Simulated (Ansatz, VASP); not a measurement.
## Al3GaN4: VASP beside Ansatz

```
Al Ga N
1.0
     4.41562    0.00000    0.00000
     0.00000    4.41562    0.00000
     0.00000    0.00000    4.41562
Al Ga N
3 1 4
Direct
  0.50000 0.50000 0.00000
  0.50000 0.00000 0.50000
  0.00000 0.50000 0.50000
  0.00000 0.00000 0.00000
  0.74447 0.74447 0.25553
  0.74447 0.25553 0.74447
  0.25553 0.74447 0.74447
  0.25553 0.25553 0.25553
```

Alike in both runs: task single point; functional r2SCAN; k mesh 6 × 6 × 6; occupations gaussian, width 0.02 eV; no spin polarisation.

|  | VASP | Ansatz |
| --- | --- | --- |
| version | VASP 6.6.1 | Ansatz 0.2.0 |
| potentials or method | VASP PAW PBE potentials, release 64 (Al, Ga_d, N_h), cutoff 910 eV | scalar-relativistic, plane waves, PAW |
| valence electrons in the cell | 42 | 42 |

|  | VASP | Ansatz | Ansatz less VASP |
| --- | --- | --- | --- |
| gap on the k mesh at the Fermi level (eV) | 3.99 | 4.00 | +0.004 |
| least direct gap on the mesh (eV) | 3.99 | 4.00 | +0.004 |
| rms of the force components (eV/Å) | 0.031 | 0.001 | -0.0306 |

VASP's potentials were made for PBE, not for r2SCAN. Atom by atom the forces differ by 0.031 eV/Å (rms over components). The functional is the same, so the differences come from potentials, cutoffs and numerics.

Noted on VASP's run: the cutoff is short for stress, so the pressure is rough.
